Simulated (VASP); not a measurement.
Wanted: the native input for a VASP 6.6.1 run.

```
Task                   : single point
Functional             : PBEsol
Potentials or basis    : VASP PAW PBE potentials, release 64 (Al, Cu)
Cutoff                 : 520 eV
k mesh                 : 12 × 12 × 12
Occupations            : gaussian, width 0.15 eV
Spin                   : no spin polarisation
Dipole correction      : no
Further INCAR settings : ALGO = Fast; EDIFF = 1e-07; NBANDS = 26
```

The structure of Al2Cu lies in POSCAR:

```
Al2Cu
1.0
   -2.9965506923      2.9965506923      2.4139243086
    2.9965506923     -2.9965506923      2.4139243086
    2.9965506923      2.9965506923     -2.4139243086
Al Cu
4 2
Direct
    0.1550372523      0.6550372523      0.8186399160
    0.6550372523      0.8363973363      0.5000000000
    0.8449627477      0.3449627477      0.1813600840
    0.3449627477      0.1636026637      0.5000000000
    0.7500000000      0.7600115109      0.0100115109
    0.2500000000      0.2399884891     -0.0100115109
```

This cell differs from its parent crystal: atoms displaced along a vibrational mode.

These files were run (other wordings do the same):

INCAR

```
SYSTEM = Al2Cu
  PREC = Accurate
  ENCUT = 520
  EDIFF = 1E-7
  ISMEAR = 0
  SIGMA = 0.15
  LREAL = .FALSE.
  LASPH = .TRUE.
  NELM = 80
  ALGO = Fast
  ISIF = 2
  LWAVE = .FALSE.
  LCHARG = .FALSE.
  GGA = PS
  NBANDS = 26
```

KPOINTS

```
regular mesh
0
G
  12 12 12
  0 0 0
```

Potentials or basis: VASP PAW PBE potentials, release 64 (Al, Cu).

The run is started by

```bash
$ cat potpaw_PBE.64/Al/POTCAR potpaw_PBE.64/Cu/POTCAR > POTCAR
$ mpirun -np 1 vasp_std > vasp.out
```

It gave:

```yaml
Pressure: 0.2 GPa
Largest_force: 0.298 eV/Å
Band_gap_on_the_k_mesh: zero (bands 17 and 18 overlap by 4.40 eV)
```

Caveat: the cell differs from its parent crystal (atoms displaced along a vibrational mode); the PAW data sets were made with another functional, which shifts forces and pressure a little.

Run time: 9.9 min on 1 thread of AMD EPYC 9R45 (Zen 5), with other jobs on the host, peak memory 0.86 GiB.
